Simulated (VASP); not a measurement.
Crystal: Hf2AlN3.

```
CELL_PARAMETERS angstrom
3.43198 0.00000 0.00000
-1.71599 2.97219 0.00000
0.00000 0.00000 8.40661
ATOMIC_POSITIONS crystal
Hf 0.00000 0.00000 0.00000
Hf 0.33333 0.66667 0.33333
Al 0.66667 0.33333 0.66667
N 0.00000 0.00000 0.75000
N 0.66667 0.33333 0.41667
N 0.33333 0.66667 0.08333
```

| Item | Value |
| --- | --- |
| Program | VASP 6.6.1 |
| Task | relaxation of cell and atoms |
| Functional | PBE |
| Potentials or basis | VASP PAW PBE potentials, release 64 (Hf_pv, Al, N) |
| Cutoff | 600 eV |
| k mesh | 6 × 6 × 2 |
| Occupations | gaussian, width 0.1 eV |
| Spin | no spin polarisation |

At the start: pressure -5.6 GPa; volume 14.29 Å³/atom.

**Question.** Where does the relaxation end?

**Answer.** Over 12 steps the energy falls by 88.5 meV/atom and the volume is 13.48 Å³/atom (-5.7 %); space group P3m1 (No. 156, to 0.1 Å) before and after.

Step by step:
```tsv
step	energy change (eV)	largest force (eV/Å)	pressure (GPa)	volume (Å³)
1	0.0000	2.1903	-5.57	85.75
2	-0.3489	1.2869	5.41	79.74
3	-0.3491	1.2674	5.21	79.82
4	-0.4880	0.7614	-1.51	81.56
5	-0.4994	0.8702	-0.23	81.19
6	-0.5270	0.2646	-0.20	81.08
7	-0.5273	0.2469	-0.22	81.09
8	-0.5299	0.1369	0.19	80.87
9	-0.5301	0.1267	0.11	80.91
10	-0.5309	0.0533	-0.10	80.96
11	-0.5310	0.0557	-0.14	80.97
12	-0.5311	0.0176	0.14	80.85
```

Final structure:
```
Hf Al N
1.0
     3.35518    0.00000    0.00000
    -1.67759    2.90567    0.00000
     0.00000    0.00000    8.29329
Hf Al N
2 1 3
Direct
  0.00000 0.00000 0.98786
  0.33333 0.66667 0.33762
  0.66667 0.33333 0.67283
  0.00000 0.00000 0.72832
  0.66667 0.33333 0.43862
  0.33333 0.66667 0.08476
```

Caveat: the k points lie up to 0.38 Å⁻¹ apart in the final cell, too coarse for converged energies and pressures of a metal.
